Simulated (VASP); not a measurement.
MgO: single point with HSE06

MgO:

```
Mg O
1.0
     2.99564    0.00000    0.00000
    -1.49782    2.59430    0.00000
     0.00000    0.00000    2.73224
Mg O
1 1
Direct
  0.00000 0.00000 0.00000
  0.33333 0.66667 0.50000
```

```
Program             : VASP 6.6.1
Task                : single point
Functional          : HSE06
Potentials or basis : VASP PAW PBE potentials, release 64 (Mg, O)
Cutoff              : 520 eV
k mesh              : 6 × 6 × 6
Occupations         : fermi-dirac, width 0.05 eV
Spin                : no spin polarisation
```

| Property | Result |
| --- | --- |
| Pressure | -12.9 GPa |
| Band gap on the k mesh | 4.08 eV (least direct gap 4.49 eV) |

Stress tensor (GPa, compression positive):
```
-11.82   0.00   0.00
  0.00 -11.82   0.00
  0.00   0.00 -14.97
```

Levels at points of the mesh, in eV from the valence-band top:
```
           k point  band 1  band 2  band 3  band 4  band 5  band 6  band 7  band 8  band 9
(0.00, 0.00, 0.00)  -18.72   -0.59   -0.59   -0.42    4.08   13.43   16.94   16.94   21.09
(0.50, 0.00, 0.00)  -17.76   -4.92   -1.34   -0.05    7.94   11.90   14.54   19.18   20.20
(0.00, 0.00, 0.50)  -17.72   -5.40   -0.08   -0.08    9.52   10.42   19.03   19.03   20.00
(0.50, 0.00, 0.50)  -17.04   -3.77   -3.39   -0.82    7.21   12.80   15.27   16.43   16.51
```

It took 12 min on 1 thread of Intel(R) Xeon(R) Platinum 8259CL CPU @ 2.50GHz (Skylake/Cascade Lake), on a shared host, peak memory 0.24 GiB.

Caveat: the cell stands under tension; the PAW data sets were made with another functional, which shifts forces and pressure a little. A k mesh can miss the band edges.
